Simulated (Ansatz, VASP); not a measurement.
# One calculation of Bi4O, two programs

```xyz
5
Lattice="5.0722 0.0000 0.0000 0.0000 5.0722 0.0000 0.0000 0.0000 5.0722" Properties=species:S:1:pos:R:3 pbc="T T T"
Bi    2.5361    0.0000    0.0000
Bi    0.0000    2.5361    0.0000
Bi    0.0000    0.0000    2.5361
Bi    2.5361    2.5361    2.5361
O     0.0000    0.0000    0.0000
```

Change from the starting cell: species swapped into the Co4N type (Pm-3m, No. 221).

Alike in both runs: task relaxation of cell and atoms; functional PBE; k mesh 8 × 8 × 8; occupations gaussian, width 0.1 eV; no spin polarisation.

|  | VASP | Ansatz |
| --- | --- | --- |
| version | VASP 6.6.1 | Ansatz 0.2.0 |
| potentials or method | VASP PAW PBE potentials, release 64 (Bi_d, O), cutoff 600 eV | scalar-relativistic, plane waves, PAW |
| valence electrons in the cell | 66 | 66 |

|  | VASP | Ansatz | Ansatz less VASP |
| --- | --- | --- | --- |
| gap on the k mesh at the Fermi level, each at its own relaxed structure (eV) | none | none | - |
| relaxed volume (Å³/atom) | 26.20 | 26.21 | +0.009 |
| relaxed length of the cell vector where the two differ most in proportion (Å) | 5.079 | 5.079 | +0.0006 |

A gap of «none» marks a metal or a gap that the smearing closes.

Neither program's run includes spin-orbit coupling.
